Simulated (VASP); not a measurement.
# BP (fl.b): single point with LDA

The system is BP (fl.b).

```
CELL_PARAMETERS angstrom
0.00000 2.26000 2.26000
2.26000 0.00000 2.26000
2.26000 2.26000 0.00000
ATOMIC_POSITIONS crystal
B 0.00000 0.00000 0.00000
P 0.25000 0.25000 0.25000
```

| Property | Result |
| --- | --- |
| Program | VASP 6.6.1 |
| Task | single point |
| Functional | LDA |
| Potentials or basis | VASP PAW LDA potentials, release 64 (B, P) |
| Cutoff | 500 eV |
| k mesh | 8 × 8 × 8 |
| Occupations | gaussian, width 0.1 eV |
| Spin | no spin polarisation |
| Dipole correction | no |
| Further INCAR settings | ALGO = Normal; EDIFF = 1e-06; NBANDS = 11 |

* Pressure: -3.4 GPa
* Band gap on the k mesh: 1.20 eV, indirect (least direct gap 3.40 eV)

Levels at points of the mesh, in eV from the valence-band top:
```csv
k point,band 2,band 3,band 4,band 5,band 6,band 7
"(0.00, 0.00, 0.00)",0.00,0.00,0.00,3.40,3.40,3.40
"(0.50, 0.00, 0.00)",-9.10,-1.76,-1.76,3.85,4.69,4.69
"(0.50, 0.50, 0.00)",-8.55,-4.15,-4.15,1.28,1.54,12.11
```

It used 8.5 s of CPU time on 1 thread of Intel(R) Xeon(R) Platinum 8375C CPU @ 2.90GHz (Ice Lake), on a shared host.

A k mesh can miss the band edges.
